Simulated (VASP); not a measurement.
# Mg (P6_3/mmc) in VASP: a series of runs

Mg is run at these levels: PBE; tasks: single point.

Program: VASP 6.6.1. These are calculated values, not measurements. Logs are shortened: lines on timing, memory, paths and dates and some standing lists are left out, and cuts for length are marked.

## (1) The cell of the first run

The structure is hexagonal, space group P6_3/mmc (No. 194). Conventional cell: a = 3.076 Å, b = 3.076 Å, c = 4.924 Å, α = 90.00°, β = 90.00°, γ = 120.00°. Within 4.0 Å of Mg (site symmetry -6m2) lie 12 Mg at 3.04 to 3.08 Å.

## (2) Single point, PBE (20.17 Å³/atom)

Contents of INCAR:

```
SYSTEM = Mg
PREC = Accurate
ENCUT = 520
EDIFF = 1E-6
ISMEAR = 0
SIGMA = 0.1
LREAL = .FALSE.
LASPH = .TRUE.
NELM = 60
ALGO = Normal
ISIF = 2
LWAVE = .FALSE.
LCHARG = .TRUE.
GGA = PE
LELF = .TRUE.
LVHAR = .TRUE.
NBANDS = 9
```

Contents of KPOINTS:

```
Automatic mesh
0
G
  15 15 8
  0 0 0
```

Contents of POSCAR:

```
Mg
1.0
    3.0761525552      0.0000000000      0.0000000000
   -1.5380762776      2.6640262587      0.0000000000
    0.0000000000      0.0000000000      4.9235978318
Mg
2
Direct
    0.3333333333      0.6666666667      0.2500000000
    0.6666666667      0.3333333333      0.7500000000
```

Potentials or basis: VASP PAW PBE potentials, release 64 (Mg).

Started as:

```bash
$ cat potpaw_PBE.64/Mg/POTCAR > POTCAR
$ mpirun -np 1 vasp_std > vasp.out
```

OUTCAR:

```text
SYSTEM = Mg
   PREC = Accurate
   ENCUT = 520
   EDIFF = 1E-6
   ISMEAR = 0
   LREAL = .FALSE.
   LASPH = .TRUE.
   NELM = 60
   ISIF = 2
   GGA = PE

 ion  position               nearest neighbor table
   1  0.333  0.667  0.250-   2 3.04   2 3.04   2 3.04   2 3.04   2 3.04   2 3.04
   2  0.667  0.333  0.750-   1 3.04   1 3.04   1 3.04   1 3.04   1 3.04   1 3.04

  LATTYP: Found a hexagonal cell.
 ALAT       =     3.0761525552
 C/A-ratio  =     1.6005701094

  Lattice vectors:

 A1 = (   3.0761525552,   0.0000000000,   0.0000000000)
 A2 = (  -1.5380762776,   2.6640262587,   0.0000000000)
 A3 = (   0.0000000000,   0.0000000000,   4.9235978318)

Analysis of symmetry for initial positions (statically):
=====================================================================
 Subroutine PRICEL returns:
 Original cell was already a primitive cell.

 Routine SETGRP: Setting up the symmetry group for a
 hexagonal supercell.

 Subroutine GETGRP returns: Found 24 space group operations
 (whereof 12 operations were pure point group operations)
 out of a pool of 24 trial point group operations.

The static configuration has the point symmetry D_3d.
 The point group associated with its full space group is D_6h.

Analysis of symmetry for dynamics (positions and initial velocities):
=====================================================================
 Subroutine PRICEL returns:
 Original cell was already a primitive cell.

 Routine SETGRP: Setting up the symmetry group for a
 hexagonal supercell.

 Subroutine GETGRP returns: Found 24 space group operations
 (whereof 12 operations were pure point group operations)
 out of a pool of 24 trial point group operations.

The dynamic configuration has the point symmetry D_3d.
 The point group associated with its full space group is D_6h.

 Subroutine INISYM returns: Found 24 space group operations
 (whereof 12 operations are pure point group operations),
 and found     1 'primitive' translations

----------------------------------------------------------------------------------------

                                     Primitive cell

  volume of cell :      40.3486

  direct lattice vectors                    reciprocal lattice vectors
     3.076152555  0.000000000  0.000000000     0.325081407  0.187685838  0.000000000
    -1.538076278  2.664026259  0.000000000     0.000000000  0.375371675  0.000000000
     0.000000000  0.000000000  4.923597832     0.000000000  0.000000000  0.203103510

  length of vectors
     3.076152555  3.076152555  4.923597832     0.375371675  0.375371675  0.203103510

  position of ions in fractional coordinates (direct lattice)
     0.333333333  0.666666667  0.250000000
     0.666666667  0.333333333  0.750000000

  ion indices of the primitive-cell ions
   primitive index   ion index
                 1           1
                 2           2

----------------------------------------------------------------------------------------

 KPOINTS: Automatic mesh

Automatic generation of k-mesh.
 Grid dimensions read from file:
 generate k-points for:   15   15    8

 Generating k-lattice:

  Cartesian coordinates                     Fractional coordinates (reciprocal lattice)
     0.021672094  0.012512389  0.000000000     0.066666667  0.000000000  0.000000000
     0.000000000  0.025024778  0.000000000     0.000000000  0.066666667  0.000000000
     0.000000000  0.000000000  0.025387939     0.000000000  0.000000000  0.125000000

  Length of vectors
     0.025024778  0.025024778  0.025387939

  Shift w.r.t. Gamma in fractional coordinates (k-lattice)
     0.000000000  0.000000000  0.000000000

 Subroutine IBZKPT returns following result:
 ===========================================

 Found    135 irreducible k-points:

 Following reciprocal coordinates:
            Coordinates               Weight
  0.000000  0.000000  0.000000      1.000000
  0.066667  0.000000  0.000000      6.000000
  0.133333  0.000000  0.000000      6.000000
  0.200000  0.000000  0.000000      6.000000
  0.266667  0.000000  0.000000      6.000000
  0.333333  0.000000  0.000000      6.000000
[... 16 lines left out ...]
  0.333333  0.200000  0.000000     12.000000
  0.400000  0.200000  0.000000      6.000000
 [... further k-points ...]
   k-points           NKPTS =    135   k-points in BZ     NKDIM =    135   number of bands    NBANDS=      9
   number of dos      NEDOS =    301   number of ions     NIONS =      2
   total plane-waves  NPLWV =  23040
   dimension x,y,z NGX =    24 NGY =   24 NGZ =   40
   dimension x,y,z NGXF=    48 NGYF=   48 NGZF=   80
   ions per type =               2
   NGX,Y,Z   is equivalent  to a cutoff of  12.97, 12.97, 13.51 a.u.
   NGXF,Y,Z  is equivalent  to a cutoff of  25.94, 25.94, 27.01 a.u.
 SYSTEM =  Mg
   PREC   = accura    normal or accurate (medium, high low for compatibility)
   ISTART =      0    job   : 0-new  1-cont  2-samecut
   ICHARG =      2    charge: 1-file 2-atom 10-const
   ISPIN  =      1    spin polarized calculation?
   LNONCOLLINEAR =      F non collinear calculations
   LSORBIT =      F    spin-orbit coupling
   LASPH  =      T    aspherical Exc in radial PAW
   ENCUT  =  520.0 eV  38.22 Ry    6.18 a.u.   5.72  5.72  9.15*2*pi/ulx,y,z
   NELM   =     60;   NELMIN=  2; NELMDL= -5     # of ELM steps
   EDIFF  = 0.1E-05   stopping-criterion for ELM
   LREAL  =      F    real-space projection
   EDIFFG = 0.1E-04   stopping-criterion for IOM
   NSW    =      0    number of steps for IOM
   IBRION =     -1    ionic relax: 0-MD 1-quasi-New 2-CG
   NFREE  =      0    steps in history (QN), initial steepest desc. (CG)
   ISIF   =      2    stress and relaxation
   ISYM   =      2    0-nonsym 1-usesym 2-fastsym
   POTIM  = 0.5000    time-step for ionic-motion
   TEBEG  =    0.0;   TEEND  =   0.0 temperature during run
   PSTRESS=    0.0 pullay stress
   NELECT =       4.0000    total number of electrons
   NUPDOWN=      -1.0000    fix difference up-down
   EMIN   =  10.00;   EMAX   =-10.00  energy-range for DOS
   EFERMI =   0.00;   METHOD = LEGACY
   ISMEAR =     0;   SIGMA  =   0.10  broadening in eV -4-tet -1-fermi 0-gaus
   EFERMI_NEDOS =   21; number of points for ismear=-14 and -15
   IALGO  =     38    algorithm
   IMIX   =      4    mixing-type and parameters
     AMIX     =   0.40;   BMIX     =  1.00
     AMIX_MAG =   1.60;   BMIX_MAG =  1.00
  volume/ion in A,a.u.               =      20.17       136.14
  Fermi-wavevector in a.u.,A,eV,Ry     =   0.757679  1.431805  7.810796  0.574077
  Thomas-Fermi vector in A             =   1.856079
   LORBIT       =      0    0 simple, 1 ext, 2 COOP (PROOUT), +10 PAW based schemes
   GGA     = PE    functional components
   LHFCALC =     F    Hartree Fock is set to
   AEXX    =    0.0000 exact exchange contribution
   IVDW    =     0    specifies the selected vdW correction
   LEPSILON=     F    determine dielectric tensor
   LRPA    =     F    only Hartree local field effects (RPA)
 non-spin polarized calculation
 Gauss-broadening in eV      SIGMA  =   0.10
  energy-cutoff  :      520.00
  volume of cell :       40.35
 maximum number of plane-waves:      1098
 NGX is ok and might be reduce to    24
   NGX = 11   NGY = 11   NGZ = 19

 number of electron       4.0000000 magnetization

 Free energy of the ion-electron system (eV)
  ---------------------------------------------------
  ext. energy  EPLUGINS =         0.00000000
  ---------------------------------------------------
  free energy    TOTEN  =        -2.92663815 eV

  energy without entropy =       -2.92255700  energy(sigma->0) =       -2.92459758

 E-fermi :   3.3405     XC(G=0):  -8.8999

 val. band max:        3.3282841532   @ k =   0.3333   0.1333   0.0000
 cond. band min:       3.3746002757   @ k =   0.2000   0.0667   0.0000
 fundamental gap:      0.0463161225
 Fermi energy:         3.3404644455

 k-point     1 :       0.0000    0.0000    0.0000
  band No.  band energies     occupation
      1      -4.1623      2.00000
      2       1.5301      2.00000
      3       2.2482      2.00000
      4      14.8902      0.00000
      5      14.8902      0.00000
      6      15.2459      0.00000
      7      15.2459      0.00000
      8      16.0110      0.00000
      9      17.8479      0.00000

 k-point     2 :       0.0667    0.0000    0.0000
  band No.  band energies     occupation
      1      -4.0677      2.00000
      2       1.6149      2.00000
      3       2.3387      2.00000
      4      13.1064      0.00000
      5      13.9916      0.00000
      6      14.8250      0.00000
      7      16.2590      0.00000
      8      16.9330      0.00000
      9      18.0661      0.00000

 k-point     3 :       0.1333    0.0000    0.0000
  band No.  band energies     occupation
      1      -3.7847      2.00000
      2       1.8696      2.00000
      3       2.6070      2.00000
      4      10.9365      0.00000
      5      13.0808      0.00000
      6      13.7615      0.00000
      7      15.9689      0.00000
      8      16.9770      0.00000
      9      17.3759      0.00000

 k-point     4 :       0.2000    0.0000    0.0000
  band No.  band energies     occupation
      1      -3.3151      2.00000
      2       2.2947      2.00000
      3       3.0416      1.99998
      4       8.8621      0.00000
      5      12.3175      0.00000
      6      12.6450      0.00000
      7      13.8804      0.00000
      8      15.7839      0.00000
      9      17.0107      0.00000

 k-point     5 :       0.2667    0.0000    0.0000
  band No.  band energies     occupation
      1      -2.6621      2.00000
      2       2.8907      2.00000
      3       3.6037      0.00020
      4       6.9634      0.00000
      5      11.5055      0.00000
      6      11.7069      0.00000
      7      11.9175      0.00000
      8      14.5463      0.00000
      9      16.3024      0.00000

 k-point     6 :       0.3333    0.0000    0.0000
  band No.  band energies     occupation
      1      -1.8301      2.00000
      2       3.6587      0.00001
      3       4.0105      0.00000
      4       5.5277      0.00000
      5      10.1118      0.00000
      6      10.3141      0.00000
      7      11.2497      0.00000
      8      13.5817      0.00000
      9      15.7642      0.00000
[... 169 lines left out ...]
 k-point    21 :       0.2000    0.2000    0.0000
  band No.  band energies     occupation
      1      -1.6464      2.00000
      2       3.8295      0.00000
      3       4.3450      0.00000
      4       6.2212      0.00000
      5       7.1575      0.00000
      6      11.3082      0.00000
      7      11.8895      0.00000
      8      12.4772      0.00000
      9      13.6283      0.00000

 k-point    22 :       0.2667    0.2000    0.0000
  band No.  band energies     occupation
      1      -0.7342      2.00000
      2       4.2535      0.00000
      3       4.6846      0.00000
      4       5.3034      0.00000
      5       6.8372      0.00000
      6       9.8216      0.00000
      7      11.2171      0.00000
      8      11.2772      0.00000
      9      12.9536      0.00000

 k-point    23 :       0.3333    0.2000    0.0000
  band No.  band energies     occupation
      1       0.3452      2.00000
      2       2.9489      2.00000
      3       5.2873      0.00000
      4       5.7109      0.00000
      5       7.2086      0.00000
      6       8.2978      0.00000
      7      10.0629      0.00000
      8      10.9291      0.00000
      9      12.6424      0.00000

 k-point    24 :       0.4000    0.2000    0.0000
  band No.  band energies     occupation
      1       1.5214      2.00000
      2       1.6446      2.00000
      3       5.2867      0.00000
      4       6.7939      0.00000
      5       7.0447      0.00000
      6       7.6171      0.00000
      7       9.4119      0.00000
      8      10.8369      0.00000
      9      12.5460      0.00000

 [... further k-points ...]

------------------------ aborting loop because EDIFF is reached ----------------------------------------

  FORCE on cell =-STRESS in cart. coord.  units (eV):
  Direction    XX          YY          ZZ          XY          YZ          ZX
  --------------------------------------------------------------------------------------
  -------------------------------------------------------------------------------------
  Total        1.4684360      1.4684360      1.4866366      0.0000000      0.0000000      0.0000000
  in kB       58.3091427     58.3091427     59.0318608      0.0000000      0.0000000      0.0000000
  external PRESSURE =      58.5500487 kB  Pullay stress =       0.0000000 kB

 VOLUME and BASIS-vectors are now :
 -----------------------------------------------------------------------------
  energy-cutoff  :      520.00
  volume of cell :       40.35
      direct lattice vectors                 reciprocal lattice vectors
     3.076152555  0.000000000  0.000000000     0.325081407  0.187685838  0.000000000
    -1.538076278  2.664026259  0.000000000     0.000000000  0.375371675  0.000000000
     0.000000000  0.000000000  4.923597832     0.000000000  0.000000000  0.203103510

 POSITION                                       TOTAL-FORCE (eV/Angst)
 -----------------------------------------------------------------------------------
     -0.00000      1.77602      1.23090         0.000000      0.000000      0.000000
      1.53808      0.88801      3.69270        -0.000000     -0.000000      0.000000
 -----------------------------------------------------------------------------------
    total drift:                               -0.000000      0.000000     -0.000000

  FREE ENERGIE OF THE ION-ELECTRON SYSTEM (eV)
  ---------------------------------------------------
  free  energy   TOTEN  =        -2.9266381532 eV

  energy  without entropy=       -2.9225569974  energy(sigma->0) =       -2.92459758
```

Run time: 11 s. Hardware: 1 thread of Intel Xeon 6975P-C (Granite Rapids), shared host; peak memory 0.18 GiB.

Results:

| Quantity | Value |
| --- | --- |
| Free energy | -2.9266 eV |
| Pressure | 5.9 GPa |
| Band gap on the k mesh | zero (bands 2 and 3 overlap by 2.01 eV) |

Caveat: the cell stands under pressure.

[end of part 1 of 2]

The gap in the log of VASP goes by the Fermi energy; the results here count the filled bands.